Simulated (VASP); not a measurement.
# NaCl (Pm-3m) in VASP: notebook

The runs below take NaCl through single point, with BLYP+D3(BJ), BLYP+D4, PBE.

Everything below comes from runs of VASP 6.6.1. Logs are shortened: lines on timing, memory, paths and dates and some standing lists are left out, and cuts for length are marked.

### 1 The cell of the first run

It takes space group Pm-3m (No. 221, cubic). Conventional cell: a = 3.398 Å, b = 3.398 Å, c = 3.398 Å, α = 90.00°, β = 90.00°, γ = 90.00°. Cl (site symmetry m-3m) has 8 Na at 2.94 Å and 6 Cl at 3.40 Å within 3.9 Å. Na (site symmetry m-3m) has 8 Cl at 2.94 Å and 6 Na at 3.40 Å within 3.9 Å.

### 2 Single point, BLYP+D3(BJ)

INCAR

```
SYSTEM = NaCl
AGGAC = 1.0
AGGAX = 1.0
ALDAC = 0.0
ALDAX = 1.0
ALGO = Normal
EDIFF = 1E-6
ENCUT = 520
GGA = B5
ISIF = 2
ISMEAR = -1
IVDW = 12
LASPH = .TRUE.
LCHARG = .FALSE.
LREAL = .FALSE.
LWAVE = .FALSE.
NBANDS = 14
NELM = 60
PREC = Accurate
SIGMA = 0.05
VDW_A1 = 0.4298
VDW_A2 = 4.2359
VDW_S6 = 1.0
VDW_S8 = 2.6996
```

KPOINTS

```
k-points
0
G
  8 8 8
  0 0 0
```

POSCAR

```
NaCl
1.0
    3.3981734129      0.0000000000      0.0000000000
    0.0000000000      3.3981734129      0.0000000000
    0.0000000000      0.0000000000      3.3981734129
Cl Na
1 1
Direct
    0.5000000000      0.5000000000      0.5000000000
    0.0000000000      0.0000000000      0.0000000000
```

Potentials or basis: VASP PAW PBE potentials, release 64 (Cl, Na_pv).

Started as:

```console
> cat potpaw_PBE.64/Cl/POTCAR potpaw_PBE.64/Na_pv/POTCAR > POTCAR
> mpirun -np 1 vasp_std > vasp.out
```

OUTCAR:

```text
SYSTEM = NaCl
   EDIFF = 1E-6
   ENCUT = 520
   GGA = B5
   ISIF = 2
   ISMEAR = -1
   IVDW = 12
   LASPH = .TRUE.
   LREAL = .FALSE.
   NELM = 60
   PREC = Accurate
 IVDW          = 12

 ion  position               nearest neighbor table
   1  0.500  0.500  0.500-
   2  0.000  0.000  0.000-

  LATTYP: Found a simple cubic cell.
 ALAT       =     3.3981734129

  Lattice vectors:

 A1 = (   3.3981734129,   0.0000000000,   0.0000000000)
 A2 = (   0.0000000000,   3.3981734129,   0.0000000000)
 A3 = (   0.0000000000,   0.0000000000,   3.3981734129)

Analysis of symmetry for initial positions (statically):
=====================================================================
 Subroutine PRICEL returns:
 Original cell was already a primitive cell.

 Routine SETGRP: Setting up the symmetry group for a
 simple cubic supercell.

 Subroutine GETGRP returns: Found 48 space group operations
 (whereof 48 operations were pure point group operations)
 out of a pool of 48 trial point group operations.

The static configuration has the point symmetry O_h .

Analysis of symmetry for dynamics (positions and initial velocities):
=====================================================================
 Subroutine PRICEL returns:
 Original cell was already a primitive cell.

 Routine SETGRP: Setting up the symmetry group for a
 simple cubic supercell.

 Subroutine GETGRP returns: Found 48 space group operations
 (whereof 48 operations were pure point group operations)
 out of a pool of 48 trial point group operations.

The dynamic configuration has the point symmetry O_h .

 Subroutine INISYM returns: Found 48 space group operations
 (whereof 48 operations are pure point group operations),
 and found     1 'primitive' translations

----------------------------------------------------------------------------------------

                                     Primitive cell

  volume of cell :      39.2407

  direct lattice vectors                    reciprocal lattice vectors
     3.398173413  0.000000000  0.000000000     0.294275741  0.000000000  0.000000000
     0.000000000  3.398173413  0.000000000     0.000000000  0.294275741  0.000000000
     0.000000000  0.000000000  3.398173413     0.000000000  0.000000000  0.294275741

  length of vectors
     3.398173413  3.398173413  3.398173413     0.294275741  0.294275741  0.294275741

  position of ions in fractional coordinates (direct lattice)
     0.500000000  0.500000000  0.500000000
     0.000000000  0.000000000  0.000000000

  ion indices of the primitive-cell ions
   primitive index   ion index
                 1           1
                 2           2

----------------------------------------------------------------------------------------

 KPOINTS: k-points

Automatic generation of k-mesh.
 Grid dimensions read from file:
 generate k-points for:    8    8    8

 Generating k-lattice:

  Cartesian coordinates                     Fractional coordinates (reciprocal lattice)
     0.036784468  0.000000000  0.000000000     0.125000000  0.000000000  0.000000000
     0.000000000  0.036784468  0.000000000     0.000000000  0.125000000  0.000000000
     0.000000000  0.000000000  0.036784468     0.000000000  0.000000000  0.125000000

  Length of vectors
     0.036784468  0.036784468  0.036784468

  Shift w.r.t. Gamma in fractional coordinates (k-lattice)
     0.000000000  0.000000000  0.000000000

 Subroutine IBZKPT returns following result:
 ===========================================

 Found     35 irreducible k-points:

 Following reciprocal coordinates:
            Coordinates               Weight
  0.000000  0.000000  0.000000      1.000000
  0.125000  0.000000  0.000000      6.000000
  0.250000  0.000000  0.000000      6.000000
  0.375000  0.000000  0.000000      6.000000
  0.500000  0.000000  0.000000      3.000000
  0.125000  0.125000  0.000000     12.000000
[... 16 lines left out ...]
  0.375000  0.375000  0.125000     24.000000
  0.500000  0.375000  0.125000     24.000000
 [... further k-points ...]
   k-points           NKPTS =     35   k-points in BZ     NKDIM =     35   number of bands    NBANDS=     14
   number of dos      NEDOS =    301   number of ions     NIONS =      2
   total plane-waves  NPLWV =  21952
   dimension x,y,z NGX =    28 NGY =   28 NGZ =   28
   dimension x,y,z NGXF=    56 NGYF=   56 NGZF=   56
   ions per type =               1   1
   NGX,Y,Z   is equivalent  to a cutoff of  13.70, 13.70, 13.70 a.u.
   NGXF,Y,Z  is equivalent  to a cutoff of  27.40, 27.40, 27.40 a.u.
 SYSTEM =  NaCl
   PREC   = accura    normal or accurate (medium, high low for compatibility)
   ISTART =      0    job   : 0-new  1-cont  2-samecut
   ICHARG =      2    charge: 1-file 2-atom 10-const
   ISPIN  =      1    spin polarized calculation?
   LNONCOLLINEAR =      F non collinear calculations
   LSORBIT =      F    spin-orbit coupling
   LASPH  =      T    aspherical Exc in radial PAW
   ENCUT  =  520.0 eV  38.22 Ry    6.18 a.u.   6.32  6.32  6.32*2*pi/ulx,y,z
   NELM   =     60;   NELMIN=  2; NELMDL= -5     # of ELM steps
   EDIFF  = 0.1E-05   stopping-criterion for ELM
   LREAL  =      F    real-space projection
   EDIFFG = 0.1E-04   stopping-criterion for IOM
   NSW    =      0    number of steps for IOM
   IBRION =     -1    ionic relax: 0-MD 1-quasi-New 2-CG
   NFREE  =      0    steps in history (QN), initial steepest desc. (CG)
   ISIF   =      2    stress and relaxation
   ISYM   =      2    0-nonsym 1-usesym 2-fastsym
   POTIM  = 0.5000    time-step for ionic-motion
   TEBEG  =    0.0;   TEEND  =   0.0 temperature during run
   PSTRESS=    0.0 pullay stress
   NELECT =      14.0000    total number of electrons
   NUPDOWN=      -1.0000    fix difference up-down
   EMIN   =  10.00;   EMAX   =-10.00  energy-range for DOS
   EFERMI =   0.00;   METHOD = LEGACY
   ISMEAR =    -1;   SIGMA  =   0.05  broadening in eV -4-tet -1-fermi 0-gaus
   EFERMI_NEDOS =   21; number of points for ismear=-14 and -15
   IALGO  =     38    algorithm
   IMIX   =      4    mixing-type and parameters
     AMIX     =   0.40;   BMIX     =  1.00
     AMIX_MAG =   1.60;   BMIX_MAG =  1.00
  volume/ion in A,a.u.               =      19.62       132.40
  Fermi-wavevector in a.u.,A,eV,Ry     =   1.161106  2.194173 18.342936  1.348168
  Thomas-Fermi vector in A             =   2.297682
   LORBIT       =      0    0 simple, 1 ext, 2 COOP (PROOUT), +10 PAW based schemes
   GGA     = B5    functional components
   LHFCALC =     F    Hartree Fock is set to
   AEXX    =    0.0000 exact exchange contribution
   IVDW    =    12    specifies the selected vdW correction
   LEPSILON=     F    determine dielectric tensor
   LRPA    =     F    only Hartree local field effects (RPA)
 non-spin polarized calculation
  energy-cutoff  :      520.00
  volume of cell :       39.24
 maximum number of plane-waves:      1074
 NGX is ok and might be reduce to    28
   NGX = 13   NGY = 13   NGZ = 13

 number of electron      14.0000014 magnetization

 Free energy of the ion-electron system (eV)
  ---------------------------------------------------
  ext. energy  EPLUGINS =         0.00000000
  ---------------------------------------------------
  free energy    TOTEN  =        -5.97614806 eV

  energy without entropy =       -5.97614806  energy(sigma->0) =       -5.97614806

 E-fermi :   2.4195     XC(G=0):  -8.4732

 val. band max:        1.3958874777   @ k =   0.5000   0.5000   0.0000
 cond. band min:       5.7768414006   @ k =   0.0000   0.0000   0.0000
 fundamental gap:      4.3809539229
 Fermi energy:         2.4194606693

 k-point     1 :       0.0000    0.0000    0.0000
  band No.  band energies     occupation
      1     -20.9183      2.00000
      2     -20.9183      2.00000
      3     -20.9183      2.00000
      4     -12.2799      2.00000
      5       0.8302      2.00000
      6       0.8302      2.00000
      7       0.8302      2.00000
      8       5.7768      0.00000
      9       9.9997      0.00000
     10       9.9997      0.00000
     11      17.5790      0.00000
     12      17.5791      0.00000
     13      17.5806      0.00000
     14      17.8936      0.00000

 k-point     2 :       0.1250    0.0000    0.0000
  band No.  band energies     occupation
      1     -20.9265      2.00000
      2     -20.9175      2.00000
      3     -20.9175      2.00000
      4     -12.2187      2.00000
      5       0.2782      2.00000
      6       0.8670      2.00000
      7       0.8670      2.00000
      8       6.2473      0.00000
      9      10.1769      0.00000
     10      10.4233      0.00000
     11      16.1321      0.00000
     12      16.1321      0.00000
     13      17.4018      0.00000
     14      17.7040      0.00000

 k-point     3 :       0.2500    0.0000    0.0000
  band No.  band energies     occupation
      1     -20.9462      2.00000
      2     -20.9157      2.00000
      3     -20.9157      2.00000
      4     -12.0645      2.00000
      5      -0.7689      2.00000
      6       0.9584      2.00000
      7       0.9584      2.00000
      8       7.1739      0.00000
      9      10.6903      0.00000
     10      11.1597      0.00000
     11      14.7186      0.00000
     12      14.7186      0.00000
     13      17.0867      0.00000
     14      17.6717      0.00000
[... 324 lines left out ...]
 k-point    23 :       0.3750    0.3750    0.1250
  band No.  band energies     occupation
      1     -20.9553      2.00000
      2     -20.9533      2.00000
      3     -20.9167      2.00000
      4     -11.5612      2.00000
      5      -1.0209      2.00000
      6      -0.8834      2.00000
      7       0.9128      2.00000
      8       7.9230      0.00000
      9      10.8114      0.00000
     10      11.8347      0.00000
     11      12.8653      0.00000
     12      15.1867      0.00000
     13      15.3344      0.00000
     14      18.9463      0.00000

 k-point    24 :       0.5000    0.3750    0.1250
  band No.  band energies     occupation
      1     -20.9613      2.00000
      2     -20.9527      2.00000
      3     -20.9159      2.00000
      4     -11.5070      2.00000
      5      -1.2315      2.00000
      6      -0.8386      2.00000
      7       0.9661      2.00000
      8       7.5629      0.00000
      9      11.2583      0.00000
     10      11.5175      0.00000
     11      12.7732      0.00000
     12      15.3888      0.00000
     13      15.4916      0.00000
     14      18.5026      0.00000

 [... further k-points ...]

------------------------ aborting loop because EDIFF is reached ----------------------------------------

 Edisp (eV)   -1.10558

 E8    (eV) :    -0.7974

  FORCE on cell =-STRESS in cart. coord.  units (eV):
  Direction    XX          YY          ZZ          XY          YZ          ZX
  --------------------------------------------------------------------------------------
  -------------------------------------------------------------------------------------
  Total      -0.04065    -0.04065    -0.04065     0.00000     0.00000    -0.00000
  in kB      -1.65954    -1.65954    -1.65954     0.00000     0.00000    -0.00000
  external pressure =       -1.66 kB  Pullay stress =        0.00 kB

 VOLUME and BASIS-vectors are now :
 -----------------------------------------------------------------------------
  energy-cutoff  :      520.00
  volume of cell :       39.24
      direct lattice vectors                 reciprocal lattice vectors
     3.398173413  0.000000000  0.000000000     0.294275741  0.000000000  0.000000000
     0.000000000  3.398173413  0.000000000     0.000000000  0.294275741  0.000000000
     0.000000000  0.000000000  3.398173413     0.000000000  0.000000000  0.294275741

 POSITION                                       TOTAL-FORCE (eV/Angst)
 -----------------------------------------------------------------------------------
      1.69909      1.69909      1.69909         0.000000      0.000000      0.000000
      0.00000      0.00000      0.00000         0.000000      0.000000      0.000000
 -----------------------------------------------------------------------------------
    total drift:                               -0.000000      0.000000      0.000000

  FREE ENERGIE OF THE ION-ELECTRON SYSTEM (eV)
  ---------------------------------------------------
  free  energy   TOTEN  =        -7.0817256462 eV

  energy  without entropy=       -7.0817256461  energy(sigma->0) =       -7.08172565
```

It took 20 s on 1 thread of Intel Xeon 6975P-C, shared host; peak memory 0.16 GiB.

Results:

```
Free energy                : -7.0817 eV
Pressure                   : -0.2 GPa
Band gap on the k mesh     : 4.38 eV, indirect (least direct gap 4.95 eV)
Dispersion energy per atom : -0.553 eV
```

Caveat: the PAW data sets were made with another functional, which shifts forces and pressure a little.

### 3 Single point, BLYP+D4

This run uses another cell than the first one, of 21.25 Å³/atom, 1.083 times its volume.

INCAR

```
SYSTEM = NaCl
  AGGAC = 1.0
  AGGAX = 1.0
  ALDAC = 0.0
  ALDAX = 1.0
  ALGO = Normal
  EDIFF = 1E-6
  ENCUT = 520
  GGA = B5
  ISIF = 2
  ISMEAR = -1
  IVDW = 13
  LASPH = .True.
  LCHARG = .False.
  LREAL = .False.
  LWAVE = .False.
  NBANDS = 14
  NELM = 100
  PREC = Accurate
  SIGMA = 0.05
  VDW_A1 = 0.44488865
  VDW_A2 = 4.0933009
  VDW_S6 = 1.0
  VDW_S8 = 2.34076671
```

KPOINTS

```
k-points
0
Gamma
  8 8 8
  0 0 0
```

POSCAR

```
NaCl
1.0
    3.4897088540      0.0000000000      0.0000000000
    0.0000000000      3.4897088540      0.0000000000
    0.0000000000      0.0000000000      3.4897088540
Cl Na
1 1
Direct
    0.5000000000      0.5000000000      0.5000000000
    0.0000000000      0.0000000000      0.0000000000
```

Potentials or basis: VASP PAW PBE potentials, release 64 (Cl, Na_pv).

Started as:

```console
> cat potpaw_PBE.64/Cl/POTCAR potpaw_PBE.64/Na_pv/POTCAR > POTCAR
> mpirun -np 1 vasp_std > vasp.out
```

OUTCAR:

```text
SYSTEM = NaCl
   EDIFF = 1E-6
   ENCUT = 520
   GGA = B5
   ISIF = 2
   ISMEAR = -1
   IVDW = 13
   LASPH = .True.
   LREAL = .False.
   NELM = 100
   PREC = Accurate

 ion  position               nearest neighbor table
   1  0.500  0.500  0.500-
   2  0.000  0.000  0.000-

  LATTYP: Found a simple cubic cell.
 ALAT       =     3.4897088540

  Lattice vectors:

 A1 = (   3.4897088540,   0.0000000000,   0.0000000000)
 A2 = (   0.0000000000,   3.4897088540,   0.0000000000)
 A3 = (   0.0000000000,   0.0000000000,   3.4897088540)

Analysis of symmetry for initial positions (statically):
=====================================================================
 Subroutine PRICEL returns:
 Original cell was already a primitive cell.

 Routine SETGRP: Setting up the symmetry group for a
 simple cubic supercell.

 Subroutine GETGRP returns: Found 48 space group operations
 (whereof 48 operations were pure point group operations)
 out of a pool of 48 trial point group operations.

The static configuration has the point symmetry O_h .

[... 171 lines left out ...]
      3     -21.5711      2.00000
      4     -12.5819      2.00000
      5       0.2994      2.00000
      6       0.2994      2.00000
      7       0.2994      2.00000
      8       4.8767      0.00000
      9       9.4946      0.00000
     10       9.4946      0.00000
     11      16.5110      0.00000
     12      16.5113      0.00000
     13      16.5117      0.00000
     14      16.6946      0.00000
[... 377 lines left out ...]
      1     -21.6032      2.00000
      2     -21.5969      2.00000
      3     -21.5695      2.00000
      4     -11.9491      2.00000
      5      -1.5313      2.00000
      6      -1.1805      2.00000
      7       0.4231      2.00000
      8       6.9225      0.00000
      9      10.3389      0.00000
     10      10.6774      0.00000
     11      11.9645      0.00000
     12      14.4002      0.00000
     13      14.4257      0.00000
     14      17.1522      0.00000

 [... further k-points ...]

------------------------ aborting loop because EDIFF is reached ----------------------------------------

  DFT-D4 for vdW energy calculation

  Edisp (eV):   -0.38000

  FORCE on cell =-STRESS in cart. coord.  units (eV):
  Direction    XX          YY          ZZ          XY          YZ          ZX
  --------------------------------------------------------------------------------------
  -------------------------------------------------------------------------------------
  Total      -0.03817    -0.03817    -0.03817    -0.00000    -0.00000    -0.00000
  in kB      -1.43902    -1.43902    -1.43902    -0.00000    -0.00000    -0.00000
  external pressure =       -1.44 kB  Pullay stress =        0.00 kB

 VOLUME and BASIS-vectors are now :
 -----------------------------------------------------------------------------
  energy-cutoff  :      520.00
  volume of cell :       42.50
      direct lattice vectors                 reciprocal lattice vectors
     3.489708854  0.000000000  0.000000000     0.286556857  0.000000000  0.000000000
     0.000000000  3.489708854  0.000000000     0.000000000  0.286556857  0.000000000
     0.000000000  0.000000000  3.489708854     0.000000000  0.000000000  0.286556857

 POSITION                                       TOTAL-FORCE (eV/Angst)
 -----------------------------------------------------------------------------------
      1.74485      1.74485      1.74485         0.000000      0.000000      0.000000
      0.00000      0.00000      0.00000         0.000000      0.000000      0.000000
 -----------------------------------------------------------------------------------
    total drift:                               -0.000000      0.000000      0.000000

  FREE ENERGIE OF THE ION-ELECTRON SYSTEM (eV)
  ---------------------------------------------------
  free  energy   TOTEN  =        -6.4140166153 eV

  energy  without entropy=       -6.4140166152  energy(sigma->0) =       -6.41401662
```

stdout:

```text
POSCAR found type information on POSCAR ClNa
 POSCAR found :  2 types and       2 ions
 scaLAPACK will be used
 -----------------------------------------------------------------------------
|                                                                             |
|                                                                             |
|     You enforced a specific xc type in the INCAR file but a different       |
|     I HOPE YOU KNOW WHAT YOU ARE DOING!                                     |
|                                                                             |
 -----------------------------------------------------------------------------

 LDA part: xc-table for (Slater(with rela. corr.)+VWN5), standard interpolation
 POSCAR, INCAR and KPOINTS ok, starting setup
 FFT: planning ... GRIDC
 FFT: planning ... GRID_SOFT
 FFT: planning ... GRID
 WAVECAR not read
 entering main loop
```

Run time: 21 s. Hardware: 1 thread of Intel Xeon 6975P-C, shared host; peak memory 0.16 GiB.

What came out:

```yaml
Free_energy: -6.4140 eV
Pressure: -0.1 GPa
Band_gap_on_the_k_mesh: 4.08 eV, indirect (least direct gap 4.58 eV)
Dispersion_energy_per_atom: -0.190 eV
```

Caveat: the PAW data sets were made with another functional, which shifts forces and pressure a little.

(Part 1 of 2 ends here.)
